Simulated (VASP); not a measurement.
Here is a VASP 6.6.1 calculation.

Contents of INCAR:

```
ALGO = Normal
EDIFF = 1E-6
EDIFFG = -0.002
ENCUT = 600
GGA = PS
IBRION = 2
ISIF = 3
ISMEAR = -1
LASPH = T
LCHARG = F
LREAL = F
LWAVE = F
NELM = 100
NSW = 100
PREC = Accurate
PSTRESS = 150.0
SIGMA = 0.08
```

Contents of KPOINTS:

```
k-points
0
Gamma
  14 14 14
```

File POSCAR:

```
YRh
1.0
    3.3833165808      0.0000000000      0.0000000000
    0.0000000000      3.3833165808      0.0000000000
    0.0000000000      0.0000000000      3.3833165808
Y Rh
1 1
Direct
    0.5000000000      0.5000000000      0.5000000000
    0.0000000000      0.0000000000      0.0000000000
```

Potentials or basis: VASP PAW PBE potentials, release 64 (Y_sv, Rh_pv).

Run with:

```console
$ cat potpaw_PBE.64/Y_sv/POTCAR potpaw_PBE.64/Rh_pv/POTCAR > POTCAR
$ mpirun -np 1 vasp_std > vasp.out
```

(1) What does it give for the space group after relaxing (to 0.05 Å)?

(2) Estimate the relaxed volume.

(3) Estimate the relaxed cell.

## Answers

(1) Pm-3m (No. 221).

(2) 17.50 Å³/atom.

(3) a = 3.271 Å, b = 3.271 Å, c = 3.271 Å, α = 90.00°, β = 90.00°, γ = 90.00°.

Caveat: the cell is relaxed towards a set pressure, so the enthalpy falls and the energy may rise; the PAW data sets were made with another functional, which shifts forces and pressure a little.
